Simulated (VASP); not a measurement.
Here is a VASP 6.6.1 calculation.

Contents of INCAR:

```
PREC = Accurate
ENCUT = 520
EDIFF = 1E-6
ISMEAR = 0
SIGMA = 0.02
LREAL = False
LASPH = True
NELM = 80
ALGO = Normal
ISIF = 2
LWAVE = False
LCHARG = False
GGA = PE
NBANDS = 28
```

KPOINTS

```
Automatic mesh
0
Gamma
  6 6 6
```

POSCAR

```
BaZrO3
1.0
    4.3536161779      0.0000000000      0.0000000000
    0.0000000000      4.3536161779      0.0000000000
    0.0000000000      0.0000000000      4.1507292104
Ba Zr O
1 1 3
Direct
    0.0000000000      0.0000000000      0.0000000000
    0.5000000000      0.5000000000      0.5000000000
    0.5000000000      0.0000000000      0.5000000000
    0.5000000000      0.5000000000      0.0000000000
    0.0000000000      0.5000000000      0.5000000000
```

Potentials or basis: VASP PAW PBE potentials, release 64 (Ba_sv, Zr_sv, O).

Run with:

```sh
$ cat potpaw_PBE.64/Ba_sv/POTCAR potpaw_PBE.64/Zr_sv/POTCAR potpaw_PBE.64/O/POTCAR > POTCAR
$ mpirun -np 1 vasp_std > vasp.out
```

Task: Estimate the band gap on the k mesh.

Result: 2.89 eV, indirect (least direct gap 3.15 eV).

Task: Predict the pressure.

Result: -4.3 GPa.

Stress tensor (GPa, compression positive):
```
-7.39  0.00  0.00
 0.00 -7.39  0.00
 0.00  0.00  1.98
```

Caveat: the cell differs from its parent crystal (biaxial strain in the a-b plane: +3.0 %); spin-orbit coupling is left out, which moves the levels of the heavy elements. A k mesh can miss the band edges.
